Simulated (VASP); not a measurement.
# BaTiO3 (P4mm) in VASP: notebook, part 2 of 2

VASP 6.6.1. The steps go on from the part before.

## 4. Single point, PBE+D4

This run uses another cell than the first one, of 12.34 Å³/atom.

File INCAR:

```
SYSTEM = BaTiO3
PREC = Accurate
ENCUT = 600
EDIFF = 1E-6
ISMEAR = 0
SIGMA = 0.01
LREAL = .False.
LASPH = .True.
NELM = 120
ALGO = Normal
ISIF = 2
LWAVE = .False.
LCHARG = .False.
GGA = PE
IVDW = 13
NBANDS = 28
GGA_COMPAT = .False.
```

File KPOINTS:

```
regular mesh
0
Gamma
  6 6 6
  0 0 0
```

File POSCAR:

```
BaTiO3
1.0
    3.9457420220      0.0000000000      0.0000000000
    0.0000000000      3.9457420220      0.0000000000
    0.0000000000      0.0000000000      3.9636960459
Ba Ti O
1 1 3
Direct
    0.0000000000      0.0000000000      0.0000000000
    0.5000000000      0.5000000000      0.4900000000
    0.5000000000      0.5000000000      0.0190000000
    0.5000000000      0.0000000000      0.5170000000
    0.0000000000      0.5000000000      0.5170000000
```

Potentials or basis: VASP PAW PBE potentials, release 64 (Ba_sv, Ti_sv, O).

Run with:

```
cat potpaw_PBE.64/Ba_sv/POTCAR potpaw_PBE.64/Ti_sv/POTCAR potpaw_PBE.64/O/POTCAR > POTCAR
mpirun -np 1 vasp_std > vasp.out
```

OUTCAR:

```text
SYSTEM = BaTiO3
   PREC = Accurate
   ENCUT = 600
   EDIFF = 1E-6
   ISMEAR = 0
   LREAL = .False.
   LASPH = .True.
   NELM = 120
   ISIF = 2
   GGA = PE
   IVDW = 13

 ion  position               nearest neighbor table
   1  0.000  0.000  0.000-   4 2.75   5 2.75   5 2.75   4 2.75   3 2.79   3 2.79   3 2.79   3 2.79
                             4 2.84   5 2.84   5 2.84   4 2.84   2 3.40   2 3.40   2 3.40   2 3.40
   2  0.500  0.500  0.490-   3 1.87   4 1.98   5 1.98   4 1.98   5 1.98   3 2.10   1 3.40   1 3.40
                             1 3.40   1 3.40   1 3.45   1 3.45   1 3.45   1 3.45
   3  0.500  0.500  0.019-   2 1.87   2 2.10   1 2.79   1 2.79   1 2.79   1 2.79
   4  0.500  0.000  0.517-   2 1.98   2 1.98   1 2.75   1 2.75   1 2.84   1 2.84
   5  0.000  0.500  0.517-   2 1.98   2 1.98   1 2.75   1 2.75   1 2.84   1 2.84

  LATTYP: Found a simple tetragonal cell.
 ALAT       =     3.9457420220
 C/A-ratio  =     1.0045502275

  Lattice vectors:

 A1 = (   3.9457420220,   0.0000000000,   0.0000000000)
 A2 = (   0.0000000000,   3.9457420220,   0.0000000000)
 A3 = (   0.0000000000,   0.0000000000,   3.9636960459)

Analysis of symmetry for initial positions (statically):
=====================================================================
 Subroutine PRICEL returns:
 Original cell was already a primitive cell.

 Routine SETGRP: Setting up the symmetry group for a
 simple tetragonal supercell.

 Subroutine GETGRP returns: Found  8 space group operations
 (whereof  8 operations were pure point group operations)
 out of a pool of 16 trial point group operations.

The static configuration has the point symmetry C_4v.

Analysis of symmetry for dynamics (positions and initial velocities):
=====================================================================
 Subroutine PRICEL returns:
 Original cell was already a primitive cell.

 Routine SETGRP: Setting up the symmetry group for a
 simple tetragonal supercell.

[... 132 lines left out ...]
  Fermi-wavevector in a.u.,A,eV,Ry     =   1.416801  2.677366 27.311324  2.007326
  Thomas-Fermi vector in A             =   2.538098
   LORBIT       =      0    0 simple, 1 ext, 2 COOP (PROOUT), +10 PAW based schemes
   GGA     = PE    functional components
   LHFCALC =     F    Hartree Fock is set to
   AEXX    =    0.0000 exact exchange contribution
   IVDW    =    13    specifies the selected vdW correction
   LEPSILON=     F    determine dielectric tensor
   LRPA    =     F    only Hartree local field effects (RPA)
 non-spin polarized calculation
 Gauss-broadening in eV      SIGMA  =   0.01
  energy-cutoff  :      600.00
  volume of cell :       61.71
 maximum number of plane-waves:      2103
 NGX is ok and might be reduce to    32
   NGX = 15   NGY = 15   NGZ = 15

 number of electron      39.9999983 magnetization

 Free energy of the ion-electron system (eV)
  ---------------------------------------------------
  ext. energy  EPLUGINS =         0.00000000
  ---------------------------------------------------
  free energy    TOTEN  =       -39.85687461 eV

  energy without entropy =      -39.85687461  energy(sigma->0) =      -39.85687461

 E-fermi :   4.2456     XC(G=0): -11.4585

 val. band max:        4.1670261329   @ k =   0.5000   0.5000   0.5000
 cond. band min:       6.0195917520   @ k =   0.0000   0.0000   0.0000
 fundamental gap:      1.8525656191
 Fermi energy:         4.2456113013

 k-point     1 :       0.0000    0.0000    0.0000
  band No.  band energies     occupation
      1     -52.2613      2.00000
      2     -28.5305      2.00000
      3     -28.4956      2.00000
      4     -28.4956      2.00000
      5     -20.6044      2.00000
      6     -12.8457      2.00000
[... 733 lines left out ...]
     27      12.5565      0.00000
     28      13.8534      0.00000

 [... further k-points ...]

------------------------ aborting loop because EDIFF is reached ----------------------------------------

  DFT-D4 for vdW energy calculation

  Edisp (eV):   -1.12438

  FORCE on cell =-STRESS in cart. coord.  units (eV):
  Direction    XX          YY          ZZ          XY          YZ          ZX
  --------------------------------------------------------------------------------------
  -------------------------------------------------------------------------------------
  Total       3.25579     3.25579     3.68569     0.00000    -0.00000     0.00000
  in kB      84.52960    84.52960    95.69101     0.00000    -0.00000     0.00000
  external pressure =       88.25 kB  Pullay stress =        0.00 kB

 VOLUME and BASIS-vectors are now :
 -----------------------------------------------------------------------------
  energy-cutoff  :      600.00
  volume of cell :       61.71
      direct lattice vectors                 reciprocal lattice vectors
     3.945742022  0.000000000  0.000000000     0.253437755  0.000000000  0.000000000
     0.000000000  3.945742022  0.000000000     0.000000000  0.253437755  0.000000000
     0.000000000  0.000000000  3.963696046     0.000000000  0.000000000  0.252289779

 POSITION                                       TOTAL-FORCE (eV/Angst)
 -----------------------------------------------------------------------------------
      0.00000      0.00000      0.00000         0.000000      0.000000      0.107071
      1.97287      1.97287      1.94221         0.000000      0.000000      0.069748
      1.97287      1.97287      0.07531         0.000000     -0.000000      0.033908
      1.97287      0.00000      2.04923         0.000000      0.000000     -0.105364
      0.00000      1.97287      2.04923         0.000000      0.000000     -0.105364
 -----------------------------------------------------------------------------------
    total drift:                                0.000000     -0.000000      0.000500

  FREE ENERGIE OF THE ION-ELECTRON SYSTEM (eV)
  ---------------------------------------------------
  free  energy   TOTEN  =       -40.9812578638 eV

  energy  without entropy=      -40.9812578638  energy(sigma->0) =      -40.98125786
```

OSZICAR:

```text
N       E                     dE             d eps       ncg     rms          rms(c)
DAV:   1     0.466698207961E+03    0.46670E+03   -0.22788E+04  2240   0.174E+03
DAV:   2     0.476902199421E-01   -0.46665E+03   -0.44409E+03  2472   0.458E+02
DAV:   3    -0.480479939480E+02   -0.48096E+02   -0.47618E+02  3092   0.142E+02
DAV:   4    -0.505212432726E+02   -0.24732E+01   -0.24685E+01  3336   0.272E+01
DAV:   5    -0.505888377092E+02   -0.67594E-01   -0.67581E-01  2948   0.368E+00    0.241E+01
DAV:   6    -0.399454102419E+02    0.10643E+02   -0.54526E+01  3088   0.687E+01    0.984E+00
DAV:   7    -0.399739412722E+02   -0.28531E-01   -0.91874E+00  2932   0.224E+01    0.715E+00
DAV:   8    -0.398376036897E+02    0.13634E+00   -0.68412E-01  2804   0.771E+00    0.327E+00
DAV:   9    -0.398745969743E+02   -0.36993E-01   -0.24120E-01  3040   0.375E+00    0.126E+00
DAV:  10    -0.398573875059E+02    0.17209E-01   -0.90236E-02  2648   0.322E+00    0.304E-01
DAV:  11    -0.398569895999E+02    0.39791E-03   -0.48283E-03  2888   0.476E-01    0.826E-02
DAV:  12    -0.398569045634E+02    0.85036E-04   -0.26834E-04  2672   0.113E-01    0.376E-02
DAV:  13    -0.398568774420E+02    0.27121E-04   -0.20785E-04  2696   0.160E-01    0.245E-02
DAV:  14    -0.398568751260E+02    0.23161E-05   -0.57435E-05  3304   0.514E-02    0.956E-03
DAV:  15    -0.398568759949E+02   -0.86897E-06   -0.14980E-05  2964   0.367E-02    0.123E-02
DAV:  16    -0.398568747346E+02    0.12603E-05   -0.69196E-06  2520   0.282E-02    0.379E-03
DAV:  17    -0.398568746141E+02    0.12050E-06   -0.11785E-06  1756   0.114E-02
   1 F= -.40981258E+02 E0= -.40981258E+02  d E =-.394963E-31
```

It took 56 s on 1 thread of Intel Xeon Platinum 8488C (Sapphire Rapids), shared host; peak memory 0.23 GiB.

What came out:

* Free energy: -40.9813 eV
* Pressure: 8.8 GPa
* Largest force: 0.107 eV/Å
* Band gap on the k mesh: 1.85 eV (least direct gap 2.11 eV)
* Dispersion energy per atom: -0.225 eV

Forces in eV/Å, atoms in the order of the input:
```
Ba   0.000  0.000  0.107
Ti   0.000  0.000  0.070
O    0.000  0.000  0.034
O    0.000  0.000 -0.105
O    0.000  0.000 -0.105
```

Stress tensor (GPa, compression positive):
```
8.45 0.00 0.00
0.00 8.45 0.00
0.00 0.00 9.57
```

Caveat: the cell stands under pressure; spin-orbit coupling is left out, which moves the levels of the heavy elements. A hybrid or GW would open this gap; PBE tends to underestimate it.

## 5. The runs side by side

```csv
cell,gap on the mesh (eV),pressure (GPa),largest force (eV/Å)
"a = 3.833, b = 3.833, c = 3.850 Å, 5 atoms",2.02,30.2,0.62
"a = 3.890, b = 3.890, c = 3.908 Å, 5 atoms",1.94,18.4,0.29
"a = 3.946, b = 3.946, c = 3.964 Å, 5 atoms",1.85,8.8,0.11
```

Alike in all rows: task single point; level PBE+D4; potentials or basis VASP PAW PBE potentials, release 64 (Ba_sv, Ti_sv, O); no spin polarisation; k mesh 6 × 6 × 6; cutoff (eV) 600; smearing gaussian 0.01 eV.

Caveats: the cell stands under pressure; spin-orbit coupling is left out, which moves the levels of the heavy elements.

Absolute energies hang on the potentials; compare differences alone.
